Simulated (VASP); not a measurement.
A run of VASP 6.6.1 is set up as follows.

INCAR

```
  ALGO = Normal
  EDIFF = 1E-7
  ENCUT = 520
  GGA = PE
  ISIF = 2
  ISMEAR = 0
  LASPH = T
  LCHARG = F
  LREAL = F
  LWAVE = F
  NBANDS = 23
  NELM = 60
  PREC = Accurate
  SIGMA = 0.1
```

Contents of KPOINTS:

```
k-points
0
Gamma
  6 6 2
```

Contents of POSCAR:

```
Li2GeAs2
1.0
    3.6017492500      0.0000000000      0.0000000000
   -1.8008746200      3.1192063500      0.0000000000
    0.0000000000      0.0000000000      8.1099948900
Li Ge As
2 1 2
Direct
    0.3333333300      0.6666666700      0.5000000000
    0.6666666700      0.3333333300      0.5000000000
    0.0000000000      0.0000000000      0.5000000000
    0.0000000000      0.0000000000      0.8721511600
    0.0000000000      0.0000000000      0.1278488400
```

Potentials or basis: VASP PAW PBE potentials, release 64 (Li_sv, Ge_d, As).

Run with:

```sh
$ cat potpaw_PBE.64/Li_sv/POTCAR potpaw_PBE.64/Ge_d/POTCAR potpaw_PBE.64/As/POTCAR > POTCAR
$ mpirun -np 1 vasp_std > vasp.out
```

Q: What does it give for the largest force?

A: 4.057 eV/Å.

Q: What does it give for the band gap on the k mesh?

A: Zero (bands 15 and 16 overlap by 2.76 eV).

Forces on the atoms (eV/Å):
```
Li   0.000  0.000  0.000
Li   0.000  0.000  0.000
Ge   0.000  0.000  0.000
As   0.000  0.000 -4.057
As   0.000  0.000  4.057
```

Caveat: the k points lie up to 0.39 Å⁻¹ apart, too coarse for converged energies and pressures of a metal; forces of over 1 eV/Å act on the atoms, so gaps and moduli don't describe the material at rest.
